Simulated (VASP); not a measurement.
# ZrSi4Ru (P6/mmm) in VASP: single point with PBE

Aim: the single point of ZrSi4Ru with PBE.

Program: VASP 6.6.1. These are calculated values, not measurements. Logs are shortened: lines on timing, memory, paths and dates and some standing lists are left out, and cuts for length are marked.

**1. The cell of the first run**

Symmetry: P6/mmm, No. 191, hexagonal system. Conventional cell: a = 4.166 Å, b = 4.166 Å, c = 5.951 Å, α = 90.00°, β = 90.00°, γ = 120.00°. Within 3.9 Å of Zr (site symmetry 6/mmm) lie 12 Si at 2.96 Å and 2 Ru at 2.98 Å. Within 3.2 Å of Si (site symmetry 3m) lie 4 Si at 2.41 to 2.49 Å and 3 Ru at 2.71 Å and 3 Zr at 2.96 Å. Ru (site symmetry 6/mmm) has 12 Si at 2.71 Å and 2 Zr at 2.98 Å within 3.6 Å.

**2. Single point, PBE**

POSCAR

```
ZrSi4Ru
1.0
    4.1661126181      0.0000000000      0.0000000000
   -2.0830563090      3.6079593623      0.0000000000
    0.0000000000      0.0000000000      5.9511903128
Zr Si Ru
1 4 1
Direct
    0.0000000000      0.0000000000      0.0000000000
    0.3333333333      0.6666666667      0.2909350654
    0.3333333333      0.6666666667      0.7090649346
    0.6666666667      0.3333333333      0.7090649346
    0.6666666667      0.3333333333      0.2909350654
    0.0000000000      0.0000000000      0.5000000000
```

INCAR.step1

```
SYSTEM = ZrSi4Ru
ALGO = Normal ; EDIFF = 1E-6
ENCUT = 400 ; GGA = PE
GGA_COMPAT = .False. ; ISIF = 2
ISMEAR = 0 ; LASPH = .True.
LCHARG = .True. ; LMAXMIX = 4
LORBIT = 11 ; LREAL = .False.
LWAVE = .False. ; NBANDS = 30
NEDOS = 2001 ; NELM = 120
PREC = Accurate ; SIGMA = 0.1
```

KPOINTS.step1

```
k-points
0
Gamma
  12 12 6
  0 0 0
```

INCAR.step2

```
SYSTEM = ZrSi4Ru
ALGO = Normal ; EDIFF = 1E-6
ENCUT = 400 ; GGA = PE
GGA_COMPAT = .False. ; ICHARG = 11
ISIF = 2 ; ISMEAR = -5
LASPH = .True. ; LCHARG = .False.
LMAXMIX = 4 ; LORBIT = 10
LREAL = .False. ; LWAVE = .False.
NEDOS = 1001 ; NELM = 120
PREC = Accurate ; SIGMA = 0.1
```

KPOINTS.step2

```
k-points
0
Gamma
  18 18 9
  0 0 0
```

Potentials or basis: VASP PAW PBE potentials, release 64 (Zr_sv, Si, Ru_pv).

On the command line:

```console
$ cat potpaw_PBE.64/Zr_sv/POTCAR potpaw_PBE.64/Si/POTCAR potpaw_PBE.64/Ru_pv/POTCAR > POTCAR
$ cp INCAR.step1 INCAR
$ cp KPOINTS.step1 KPOINTS
$ mpirun -np 1 vasp_std > vasp.out
$ cp INCAR.step2 INCAR
$ cp KPOINTS.step2 KPOINTS
$ mpirun -np 1 vasp_std > vasp.out
```

OUTCAR:

```text
SYSTEM = ZrSi4Ru
   EDIFF = 1E-6
   ENCUT = 400
   GGA = PE
   ICHARG = 11
   ISIF = 2
   ISMEAR = -5
   LASPH = .True.
   LORBIT = 10
   LREAL = .False.
   NELM = 120
   PREC = Accurate

 ion  position               nearest neighbor table
   1  0.000  0.000  0.000-   2 2.96   3 2.96   4 2.96   5 2.96   2 2.96   3 2.96   4 2.96   5 2.96
                             4 2.96   5 2.96   2 2.96   3 2.96   6 2.98   6 2.98
   2  0.333  0.667  0.291-   5 2.41   5 2.41   5 2.41   3 2.49   6 2.71   6 2.71   6 2.71   1 2.96
                             1 2.96   1 2.96
   3  0.333  0.667  0.709-   4 2.41   4 2.41   4 2.41   2 2.49   6 2.71   6 2.71   6 2.71   1 2.96
                             1 2.96   1 2.96
   4  0.667  0.333  0.709-   3 2.41   3 2.41   3 2.41   5 2.49   6 2.71   6 2.71   6 2.71   1 2.96
                             1 2.96   1 2.96
   5  0.667  0.333  0.291-   2 2.41   2 2.41   2 2.41   4 2.49   6 2.71   6 2.71   6 2.71   1 2.96
                             1 2.96   1 2.96
   6  0.000  0.000  0.500-   2 2.71   3 2.71   4 2.71   5 2.71   2 2.71   3 2.71   4 2.71   5 2.71
                             4 2.71   5 2.71   2 2.71   3 2.71   1 2.98   1 2.98

  LATTYP: Found a hexagonal cell.
 ALAT       =     4.1661126181
 C/A-ratio  =     1.4284756218

  Lattice vectors:

 A1 = (   4.1661126181,   0.0000000000,   0.0000000000)
 A2 = (  -2.0830563090,   3.6079593623,   0.0000000000)
 A3 = (   0.0000000000,   0.0000000000,   5.9511903128)

Analysis of symmetry for initial positions (statically):
=====================================================================
 Subroutine PRICEL returns:
 Original cell was already a primitive cell.

 Routine SETGRP: Setting up the symmetry group for a
 hexagonal supercell.

 Subroutine GETGRP returns: Found 24 space group operations
 (whereof 24 operations were pure point group operations)
 out of a pool of 24 trial point group operations.

The static configuration has the point symmetry D_6h.

Analysis of symmetry for dynamics (positions and initial velocities):
=====================================================================
 Subroutine PRICEL returns:
 Original cell was already a primitive cell.

 Routine SETGRP: Setting up the symmetry group for a
 hexagonal supercell.

 Subroutine GETGRP returns: Found 24 space group operations
 (whereof 24 operations were pure point group operations)
 out of a pool of 24 trial point group operations.

The dynamic configuration has the point symmetry D_6h.

 Subroutine INISYM returns: Found 24 space group operations
 (whereof 24 operations are pure point group operations),
 and found     1 'primitive' translations

----------------------------------------------------------------------------------------

                                     Primitive cell

  volume of cell :      89.4533

  direct lattice vectors                    reciprocal lattice vectors
     4.166112618  0.000000000  0.000000000     0.240031917  0.138582492  0.000000000
    -2.083056309  3.607959362  0.000000000     0.000000000  0.277164984  0.000000000
     0.000000000  0.000000000  5.951190313     0.000000000  0.000000000  0.168033611

  length of vectors
     4.166112618  4.166112618  5.951190313     0.277164984  0.277164984  0.168033611

  position of ions in fractional coordinates (direct lattice)
     0.000000000  0.000000000  0.000000000
     0.333333333  0.666666667  0.290935065
     0.333333333  0.666666667  0.709064935
     0.666666667  0.333333333  0.709064935
     0.666666667  0.333333333  0.290935065
     0.000000000  0.000000000  0.500000000

  ion indices of the primitive-cell ions
   primitive index   ion index
                 1           1
                 2           2
                 3           3
                 4           4
                 5           5
                 6           6

----------------------------------------------------------------------------------------

 KPOINTS: k-points

Automatic generation of k-mesh.
 Grid dimensions read from file:
 generate k-points for:   18   18    9

 Generating k-lattice:

  Cartesian coordinates                     Fractional coordinates (reciprocal lattice)
     0.013335107  0.007699027  0.000000000     0.055555556 -0.000000000  0.000000000
     0.000000000  0.015398055  0.000000000     0.000000000  0.055555556  0.000000000
     0.000000000  0.000000000  0.018670401     0.000000000  0.000000000  0.111111111

  Length of vectors
     0.015398055  0.015398055  0.018670401

  Shift w.r.t. Gamma in fractional coordinates (k-lattice)
     0.000000000  0.000000000  0.000000000

 TETIRR: Found   2805 inequivalent tetrahedra from    17496

 Subroutine IBZKPT returns following result:
 ===========================================

 Found    185 irreducible k-points:

 Following reciprocal coordinates:
            Coordinates               Weight
  0.000000  0.000000  0.000000      1.000000
  0.055556 -0.000000  0.000000      6.000000
  0.111111 -0.000000  0.000000      6.000000
  0.166667 -0.000000  0.000000      6.000000
  0.222222 -0.000000  0.000000      6.000000
  0.277778  0.000000  0.000000      6.000000
[... 16 lines left out ...]
  0.333333  0.111111  0.000000     12.000000
  0.388889  0.111111  0.000000     12.000000
 [... further k-points ...]
   k-points           NKPTS =    185   k-points in BZ     NKDIM =    185   number of bands    NBANDS=     25
   number of dos      NEDOS =   1001   number of ions     NIONS =      6
   total plane-waves  NPLWV =  31360
   dimension x,y,z NGX =    28 NGY =   28 NGZ =   40
   dimension x,y,z NGXF=    56 NGYF=   56 NGZF=   80
   ions per type =               1   4   1
   NGX,Y,Z   is equivalent  to a cutoff of  11.17, 11.17, 11.17 a.u.
   NGXF,Y,Z  is equivalent  to a cutoff of  22.35, 22.35, 22.35 a.u.
 SYSTEM =  ZrSi4Ru
   PREC   = accura    normal or accurate (medium, high low for compatibility)
   ISTART =      0    job   : 0-new  1-cont  2-samecut
   ICHARG =     11    charge: 1-file 2-atom 10-const
   ISPIN  =      1    spin polarized calculation?
   LNONCOLLINEAR =      F non collinear calculations
   LSORBIT =      F    spin-orbit coupling
   LASPH  =      T    aspherical Exc in radial PAW
   ENCUT  =  400.0 eV  29.40 Ry    5.42 a.u.   6.79  6.79  9.70*2*pi/ulx,y,z
   NELM   =    120;   NELMIN=  2; NELMDL=  0     # of ELM steps
   EDIFF  = 0.1E-05   stopping-criterion for ELM
   LREAL  =      F    real-space projection
   EDIFFG = 0.1E-04   stopping-criterion for IOM
   NSW    =      0    number of steps for IOM
   IBRION =     -1    ionic relax: 0-MD 1-quasi-New 2-CG
   NFREE  =      0    steps in history (QN), initial steepest desc. (CG)
   ISIF   =      2    stress and relaxation
   ISYM   =      2    0-nonsym 1-usesym 2-fastsym
   POTIM  = 0.5000    time-step for ionic-motion
   TEBEG  =    0.0;   TEEND  =   0.0 temperature during run
   PSTRESS=    0.0 pullay stress
   NELECT =      42.0000    total number of electrons
   NUPDOWN=      -1.0000    fix difference up-down
   EMIN   =  10.00;   EMAX   =-10.00  energy-range for DOS
   EFERMI =   0.00;   METHOD = LEGACY
   ISMEAR =    -5;   SIGMA  =   0.10  broadening in eV -4-tet -1-fermi 0-gaus
   EFERMI_NEDOS =   21; number of points for ismear=-14 and -15
   IALGO  =     38    algorithm
   IMIX   =      4    mixing-type and parameters
     AMIX     =   0.40;   BMIX     =  1.00
     AMIX_MAG =   1.60;   BMIX_MAG =  1.00
  volume/ion in A,a.u.               =      14.91       100.61
  Fermi-wavevector in a.u.,A,eV,Ry     =   1.272406  2.404499 22.028070  1.619017
  Thomas-Fermi vector in A             =   2.405286
   LORBIT       =     10    0 simple, 1 ext, 2 COOP (PROOUT), +10 PAW based schemes
   GGA     = PE    functional components
   LHFCALC =     F    Hartree Fock is set to
   AEXX    =    0.0000 exact exchange contribution
   IVDW    =     0    specifies the selected vdW correction
   LEPSILON=     F    determine dielectric tensor
   LRPA    =     F    only Hartree local field effects (RPA)
 non-spin polarized calculation
 Fermi weights with tetrahedron method with Bloechl corrections
  energy-cutoff  :      400.00
  volume of cell :       89.45
 maximum number of plane-waves:      1651
 NGX is ok and might be reduce to    28

 number of electron      41.9999999 magnetization

 Free energy of the ion-electron system (eV)
  ---------------------------------------------------
  ext. energy  EPLUGINS =         0.00000000
  ---------------------------------------------------
  free energy    TOTEN  =       -40.40873932 eV

  energy without entropy =      -40.40873932  energy(sigma->0) =      -40.40873932

 E-fermi :  11.2797     XC(G=0): -11.8030

 val. band max:       11.3442209944   @ k =   0.1111   0.0556   0.2222
 cond. band min:      11.1750814108   @ k =   0.2778   0.0000   0.0000
 fundamental gap:     -0.1691395837
 Fermi energy:        11.2797076636

 k-point     1 :       0.0000    0.0000    0.0000
  band No.  band energies     occupation
      1     -38.4950      2.00000
      2     -31.5880      2.00000
      3     -31.5880      2.00000
      4     -31.3721      2.00000
      5     -16.5701      2.00000
      6     -16.5116      2.00000
[... 17 lines left out ...]
     24      11.9429      0.00000
     25      12.0104      0.00000

 k-point     2 :       0.0556   -0.0000    0.0000
  band No.  band energies     occupation
      1     -38.4949      2.00000
      2     -31.5880      2.00000
      3     -31.5880      2.00000
      4     -31.3720      2.00000
      5     -16.5697      2.00000
      6     -16.5137      2.00000
[... 17 lines left out ...]
     24      12.0176      0.00000
     25      12.1271      0.00000
[... 586 lines left out ...]
     24      12.7213      0.00000
     25      13.3989      0.00000

 k-point    24 :       0.3889    0.1111    0.0000
  band No.  band energies     occupation
      1     -38.4919      2.00000
      2     -31.5955      2.00000
      3     -31.5903      2.00000
      4     -31.3708      2.00000
      5     -16.5750      2.00000
      6     -16.5563      2.00000
[... 17 lines left out ...]
     24      12.5573      0.00000
     25      13.2745      0.00000

 [... further k-points ...]

------------------------ aborting loop because EDIFF is reached ----------------------------------------

  FORCE on cell =-STRESS in cart. coord.  units (eV):
  Direction    XX          YY          ZZ          XY          YZ          ZX
  --------------------------------------------------------------------------------------
  -------------------------------------------------------------------------------------
  Total       -0.1020239     -0.1020239     -0.1563328     -0.0000000      0.0000000     -0.0000000
  in kB       -1.8273264     -1.8273264     -2.8000393     -0.0000000      0.0000000     -0.0000000
  external PRESSURE =      -2.1515640 kB  Pullay stress =       0.0000000 kB

 VOLUME and BASIS-vectors are now :
 -----------------------------------------------------------------------------
  energy-cutoff  :      400.00
  volume of cell :       89.45
      direct lattice vectors                 reciprocal lattice vectors
     4.166112618  0.000000000  0.000000000     0.240031917  0.138582492  0.000000000
    -2.083056309  3.607959362  0.000000000     0.000000000  0.277164984  0.000000000
     0.000000000  0.000000000  5.951190313     0.000000000  0.000000000  0.168033611

 POSITION                                       TOTAL-FORCE (eV/Angst)
 -----------------------------------------------------------------------------------
      0.00000      0.00000      0.00000         0.000000      0.000000      0.000000
     -0.00000      2.40531      1.73141        -0.000000     -0.000000     -0.047406
     -0.00000      2.40531      4.21978         0.000000     -0.000000      0.047406
      2.08306      1.20265      4.21978         0.000000      0.000000      0.047406
      2.08306      1.20265      1.73141         0.000000      0.000000     -0.047406
      0.00000      0.00000      2.97560         0.000000      0.000000      0.000000
 -----------------------------------------------------------------------------------
    total drift:                               -0.000000      0.000000     -0.000000

  FREE ENERGIE OF THE ION-ELECTRON SYSTEM (eV)
  ---------------------------------------------------
  free  energy   TOTEN  =       -40.4087393191 eV

  energy  without entropy=      -40.4087393191  energy(sigma->0) =      -40.40873932

 total charge

# of ion       s       p       d       tot
------------------------------------------
    1        2.125   5.962   1.645   9.732
    2        0.758   0.871   0.000   1.629
    3        0.758   0.871   0.000   1.629
    4        0.758   0.871   0.000   1.629
    5        0.758   0.871   0.000   1.629
    6        0.315   6.246   6.169  12.730
--------------------------------------------------
tot          5.473  15.690   7.813  28.976
```

It took 7.5 min on 1 thread of Intel Xeon 8259CL, shared host; peak memory 0.38 GiB.

Results:

```
Valence electrons inside the program's atomic spheres : Zr 9.73; Si 1.63; Ru 12.73
```

Caveat: tetrahedron occupations give inexact forces and stress in metals.
